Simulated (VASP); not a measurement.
# ScHBr2 (P4/mmm) in VASP: a series of runs

Runs on ScHBr2. Level: PBE. Tasks: single point, relaxation of cell and atoms.

All numbers are computed with VASP 6.6.1; they aren't measurements. Logs are shortened: lines on timing, memory, paths and dates and some standing lists are left out, and cuts for length are marked.

## Step 1: The cell of the first run

Symmetry: P4/mmm, No. 123, tetragonal system. The conventional cell has a = 5.272 Å, b = 5.272 Å, c = 3.929 Å, α = 90.00°, β = 90.00°, γ = 90.00°. Within 2.6 Å of Sc (site symmetry 4/mmm) lie 2 H at 1.96 Å. H (site symmetry 4/mmm) has 2 Sc at 1.96 Å within 2.6 Å. Br (site symmetry mmm) has 2 Sc at 2.64 Å and 4 H at 3.29 Å within 3.5 Å.

## Step 2: Single point, PBE

Input file INCAR:

```
PREC = Accurate ; ENCUT = 520
EDIFF = 1E-6 ; ISMEAR = 0
SIGMA = 0.02 ; LREAL = F
LASPH = T ; NELM = 100
ALGO = Normal ; ISIF = 2
LWAVE = F ; LCHARG = F
GGA = PE ; NBANDS = 21
```

Input file KPOINTS:

```
Automatic mesh
0
Gamma
  6 6 8
```

Input file POSCAR:

```
ScHBr2
1.0
    5.2722309431      0.0000000000      0.0000000000
    0.0000000000      5.2722309431      0.0000000000
    0.0000000000      0.0000000000      3.9290703347
Sc H Br
1 1 2
Direct
    0.0000000000      0.0000000000      0.0000000000
    0.0000000000      0.0000000000      0.5000000000
    0.5000000000      0.0000000000      0.0000000000
    0.0000000000      0.5000000000      0.0000000000
```

Potentials or basis: VASP PAW PBE potentials, release 64 (Sc_sv, H, Br).

The run is started by

```bash
> cat potpaw_PBE.64/Sc_sv/POTCAR potpaw_PBE.64/H/POTCAR potpaw_PBE.64/Br/POTCAR > POTCAR
> mpirun -np 1 vasp_std > vasp.out
```

OUTCAR:

```text
PREC = Accurate
   ENCUT = 520
   EDIFF = 1E-6
   ISMEAR = 0
   LREAL = F
   LASPH = T
   NELM = 100
   ISIF = 2
   GGA = PE

 ion  position               nearest neighbor table
   1  0.000  0.000  0.000-   2 1.96   2 1.96   4 2.64   3 2.64   4 2.64   3 2.64
   2  0.000  0.000  0.500-   1 1.96   1 1.96
   3  0.500  0.000  0.000-   1 2.64   1 2.64
   4  0.000  0.500  0.000-   1 2.64   1 2.64

  LATTYP: Found a simple tetragonal cell.
 ALAT       =     5.2722309431
 C/A-ratio  =     0.7452386622

  Lattice vectors:

 A1 = (   5.2722309431,   0.0000000000,   0.0000000000)
 A2 = (   0.0000000000,   5.2722309431,   0.0000000000)
 A3 = (   0.0000000000,   0.0000000000,   3.9290703347)

Analysis of symmetry for initial positions (statically):
=====================================================================
 Subroutine PRICEL returns:
 Original cell was already a primitive cell.

 Routine SETGRP: Setting up the symmetry group for a
 simple tetragonal supercell.

 Subroutine GETGRP returns: Found 16 space group operations
 (whereof 16 operations were pure point group operations)
 out of a pool of 16 trial point group operations.

The static configuration has the point symmetry D_4h.

Analysis of symmetry for dynamics (positions and initial velocities):
=====================================================================
 Subroutine PRICEL returns:
 Original cell was already a primitive cell.

 Routine SETGRP: Setting up the symmetry group for a
 simple tetragonal supercell.

 Subroutine GETGRP returns: Found 16 space group operations
 (whereof 16 operations were pure point group operations)
 out of a pool of 16 trial point group operations.

The dynamic configuration has the point symmetry D_4h.

 Subroutine INISYM returns: Found 16 space group operations
 (whereof 16 operations are pure point group operations),
 and found     1 'primitive' translations

----------------------------------------------------------------------------------------

                                     Primitive cell

  volume of cell :     109.2141

  direct lattice vectors                    reciprocal lattice vectors
     5.272230943  0.000000000  0.000000000     0.189673027  0.000000000  0.000000000
[... 87 lines left out ...]
   LASPH  =      T    aspherical Exc in radial PAW
   ENCUT  =  520.0 eV  38.22 Ry    6.18 a.u.   9.80  9.80  7.31*2*pi/ulx,y,z
   NELM   =    100;   NELMIN=  2; NELMDL= -5     # of ELM steps
   EDIFF  = 0.1E-05   stopping-criterion for ELM
   LREAL  =      F    real-space projection
   EDIFFG = 0.1E-04   stopping-criterion for IOM
   NSW    =      0    number of steps for IOM
   IBRION =     -1    ionic relax: 0-MD 1-quasi-New 2-CG
   NFREE  =      0    steps in history (QN), initial steepest desc. (CG)
   ISIF   =      2    stress and relaxation
   ISYM   =      2    0-nonsym 1-usesym 2-fastsym
   POTIM  = 0.5000    time-step for ionic-motion
   TEBEG  =    0.0;   TEEND  =   0.0 temperature during run
   PSTRESS=    0.0 pullay stress
   NELECT =      26.0000    total number of electrons
   NUPDOWN=      -1.0000    fix difference up-down
   EMIN   =  10.00;   EMAX   =-10.00  energy-range for DOS
   EFERMI =   0.00;   METHOD = LEGACY
   ISMEAR =     0;   SIGMA  =   0.02  broadening in eV -4-tet -1-fermi 0-gaus
   EFERMI_NEDOS =   21; number of points for ismear=-14 and -15
   IALGO  =     38    algorithm
   IMIX   =      4    mixing-type and parameters
     AMIX     =   0.40;   BMIX     =  1.00
     AMIX_MAG =   1.60;   BMIX_MAG =  1.00
  volume/ion in A,a.u.               =      27.30       184.25
  Fermi-wavevector in a.u.,A,eV,Ry     =   1.014627  1.917367 14.006761  1.029468
  Thomas-Fermi vector in A             =   2.147866
   LORBIT       =      0    0 simple, 1 ext, 2 COOP (PROOUT), +10 PAW based schemes
   GGA     = PE    functional components
   LHFCALC =     F    Hartree Fock is set to
   AEXX    =    0.0000 exact exchange contribution
   IVDW    =     0    specifies the selected vdW correction
   LEPSILON=     F    determine dielectric tensor
   LRPA    =     F    only Hartree local field effects (RPA)
 non-spin polarized calculation
 Gauss-broadening in eV      SIGMA  =   0.02
  energy-cutoff  :      520.00
  volume of cell :      109.21
 maximum number of plane-waves:      2976
 NGX is ok and might be reduce to    40
   NGX = 19   NGY = 19   NGZ = 15

 number of electron      26.0000002 magnetization

 Free energy of the ion-electron system (eV)
  ---------------------------------------------------
  ext. energy  EPLUGINS =         0.00000000
  ---------------------------------------------------
  free energy    TOTEN  =       -17.43784619 eV

  energy without entropy =      -17.43784619  energy(sigma->0) =      -17.43784619

 E-fermi :  -0.2737     XC(G=0):  -7.6385

 val. band max:       -0.4003561751   @ k =   0.0000   0.0000   0.5000
 cond. band min:       1.3088159285   @ k =   0.0000   0.0000   0.5000
 fundamental gap:      1.7091721036
 Fermi energy:        -0.2737426175

 k-point     1 :       0.0000    0.0000    0.0000
  band No.  band energies     occupation
      1     -50.0125      2.00000
      2     -28.6666      2.00000
      3     -28.6666      2.00000
      4     -28.4476      2.00000
      5     -14.6298      2.00000
      6     -14.1984      2.00000
[... 565 lines left out ...]
     20       8.4912      0.00000
     21       8.6304      0.00000

 [... further k-points ...]

------------------------ aborting loop because EDIFF is reached ----------------------------------------

  FORCE on cell =-STRESS in cart. coord.  units (eV):
  Direction    XX          YY          ZZ          XY          YZ          ZX
  --------------------------------------------------------------------------------------
  -------------------------------------------------------------------------------------
  Total        0.0693609      0.0693609      0.0433943      0.0000000     -0.0000000      0.0000000
  in kB        1.0175282      1.0175282      0.6365970      0.0000000     -0.0000000      0.0000000
  external PRESSURE =       0.8905511 kB  Pullay stress =       0.0000000 kB

 VOLUME and BASIS-vectors are now :
 -----------------------------------------------------------------------------
  energy-cutoff  :      520.00
  volume of cell :      109.21
      direct lattice vectors                 reciprocal lattice vectors
     5.272230943  0.000000000  0.000000000     0.189673027  0.000000000  0.000000000
     0.000000000  5.272230943  0.000000000     0.000000000  0.189673027  0.000000000
     0.000000000  0.000000000  3.929070335     0.000000000  0.000000000  0.254513133

 POSITION                                       TOTAL-FORCE (eV/Angst)
 -----------------------------------------------------------------------------------
      0.00000      0.00000      0.00000         0.000000      0.000000      0.000000
      0.00000      0.00000      1.96454         0.000000      0.000000      0.000000
      2.63612      0.00000      0.00000         0.000000      0.000000      0.000000
      0.00000      2.63612      0.00000         0.000000      0.000000      0.000000
 -----------------------------------------------------------------------------------
    total drift:                                0.000000      0.000000     -0.000000

  FREE ENERGIE OF THE ION-ELECTRON SYSTEM (eV)
  ---------------------------------------------------
  free  energy   TOTEN  =       -17.4378461869 eV

  energy  without entropy=      -17.4378461869  energy(sigma->0) =      -17.43784619
```

OSZICAR:

```text
N       E                     dE             d eps       ncg     rms          rms(c)
DAV:   1     0.236149148991E+03    0.23615E+03   -0.10850E+04  2108   0.109E+03
DAV:   2     0.546570129452E+01   -0.23068E+03   -0.22403E+03  2396   0.316E+02
DAV:   3    -0.190068185306E+02   -0.24473E+02   -0.23442E+02  2879   0.972E+01
DAV:   4    -0.200597406758E+02   -0.10529E+01   -0.10511E+01  2742   0.223E+01
DAV:   5    -0.200919114188E+02   -0.32171E-01   -0.32166E-01  2945   0.410E+00    0.892E+00
DAV:   6    -0.176514016212E+02    0.24405E+01   -0.42202E+00  3236   0.211E+01    0.328E+00
DAV:   7    -0.174487082654E+02    0.20269E+00   -0.82158E-01  3230   0.769E+00    0.141E+00
DAV:   8    -0.174715536281E+02   -0.22845E-01   -0.49184E-01  3134   0.721E+00    0.112E+00
DAV:   9    -0.174370202588E+02    0.34533E-01   -0.14935E-01  3061   0.408E+00    0.258E-01
DAV:  10    -0.174385281098E+02   -0.15079E-02   -0.10538E-02  3137   0.637E-01    0.189E-01
DAV:  11    -0.174378889706E+02    0.63914E-03   -0.31050E-03  2965   0.541E-01    0.524E-02
DAV:  12    -0.174378429104E+02    0.46060E-04   -0.37872E-04  2776   0.101E-01    0.153E-02
DAV:  13    -0.174378468267E+02   -0.39163E-05   -0.58211E-05  2917   0.498E-02    0.113E-02
DAV:  14    -0.174378461869E+02    0.63988E-06   -0.30592E-06  2334   0.101E-02
   1 F= -.17437846E+02 E0= -.17437846E+02  d E =-.154040E-21
```

It took 2.2 min on 1 thread of Intel Xeon Platinum 8375C at 2.90GHz (Ice Lake), shared host; peak memory 0.28 GiB.

What came out:

| Property | Result |
| --- | --- |
| Free energy | -17.4378 eV |
| Pressure | 0.1 GPa |
| Band gap on the k mesh | 1.71 eV, direct |

## Step 3: Relaxation of cell and atoms, PBE

Input file INCAR:

```
PREC     = Accurate       # precision mode
ENCUT    = 600            # plane-wave cutoff, eV
EDIFF    = 1E-6           # SCF threshold, eV
ISMEAR   = 0              # smearing method
SIGMA    = 0.02           # smearing width, eV
LREAL    = False          # projectors in reciprocal space
LASPH    = True           # aspherical terms in the spheres
NELM     = 100            # most SCF steps
ALGO     = Normal         # electronic algorithm
ISIF     = 3              # what is computed and relaxed
LWAVE    = False          # write WAVECAR
LCHARG   = False          # write CHGCAR
GGA      = PE             # functional
IBRION   = 2              # ionic algorithm
NSW      = 100            # ionic steps
EDIFFG   = -0.01          # ionic threshold
```

KPOINTS is that of step 2.

Input file POSCAR:

```
ScHBr2
1.0
    5.2721404284      0.0000000000      0.0000000000
    0.0000000000      5.2721404284      0.0000000000
    0.0000000000      0.0000000000      3.9324663770
Sc H Br
1 1 2
Direct
    0.0000000000      0.0000000000      0.0000000000
    0.0000000000      0.0000000000      0.5000000000
    0.5000000000      0.0000000000      0.0000000000
    0.0000000000      0.5000000000      0.0000000000
```

Potentials or basis: VASP PAW PBE potentials, release 64 (Sc_sv, H, Br).

The run is started by

```bash
> cat potpaw_PBE.64/Sc_sv/POTCAR potpaw_PBE.64/H/POTCAR potpaw_PBE.64/Br/POTCAR > POTCAR
> mpirun -np 1 vasp_std > vasp.out
```

Wall time 3.2 min (1 thread of Intel Xeon Platinum 8375C at 2.90GHz (Ice Lake), shared host); peak memory 0.32 GiB.

The run converged. Its results:

```
Free energy                            : -17.4384 eV
Relaxed volume                         : 27.39 Å³/atom
Relaxed cell                           : a = 5.278 Å, b = 5.278 Å, c = 3.934 Å, α = 90.00°, β = 90.00°, γ = 90.00°
Space group after relaxing (to 0.05 Å) : P4/mmm (No. 123)
Energy gained by relaxing              : 0.0 meV/atom
Ionic steps                            : 2
Pressure after relaxing                : 0.0 GPa
Band gap on the k mesh                 : 1.71 eV, direct
```

Final structure:
```cif
data_structure
_symmetry_space_group_name_H-M 'P 1'
_symmetry_Int_Tables_number 1
_cell_length_a 5.2776
_cell_length_b 5.2776
_cell_length_c 3.9336
_cell_angle_alpha 90.000
_cell_angle_beta 90.000
_cell_angle_gamma 90.000
_cell_volume 109.56
loop_
_atom_site_label
_atom_site_type_symbol
_atom_site_fract_x
_atom_site_fract_y
_atom_site_fract_z
_atom_site_occupancy
Sc1 Sc 0.00000 0.00000 0.00000 1
H1 H 0.00000 0.00000 0.50000 1
Br1 Br 0.50000 0.00000 0.00000 1
Br2 Br 0.00000 0.50000 0.00000 1
```

Levels at points of the mesh, in eV from the valence-band top:
| k point | band 9 | band 10 | band 11 | band 12 | band 13 | band 14 | band 15 | band 16 | band 17 |
| --- | --- | --- | --- | --- | --- | --- | --- | --- | --- |
| (0.00, 0.00, 0.00) | -2.92 | -1.15 | -1.08 | -1.08 | -0.62 | 1.74 | 2.49 | 2.49 | 2.51 |
| (0.50, 0.00, 0.00) | -2.55 | -1.92 | -1.76 | -1.14 | -0.89 | 2.50 | 2.75 | 2.85 | 3.21 |
| (0.50, 0.50, 0.00) | -3.04 | -2.44 | -1.12 | -1.12 | -0.43 | 3.11 | 3.22 | 3.22 | 5.37 |
| (0.00, 0.00, 0.50) | -2.82 | -1.78 | -0.93 | -0.93 | 0.00 | 1.71 | 1.71 | 1.85 | 2.54 |
| (0.50, 0.00, 0.50) | -2.52 | -2.49 | -1.72 | -1.51 | -0.40 | 1.75 | 2.67 | 2.79 | 2.82 |
| (0.50, 0.50, 0.50) | -2.76 | -2.46 | -2.46 | -1.28 | -0.31 | 2.83 | 2.83 | 3.09 | 3.16 |

A k mesh can miss the band edges. PBE gaps usually lie below the measured ones, often by a third to a half.
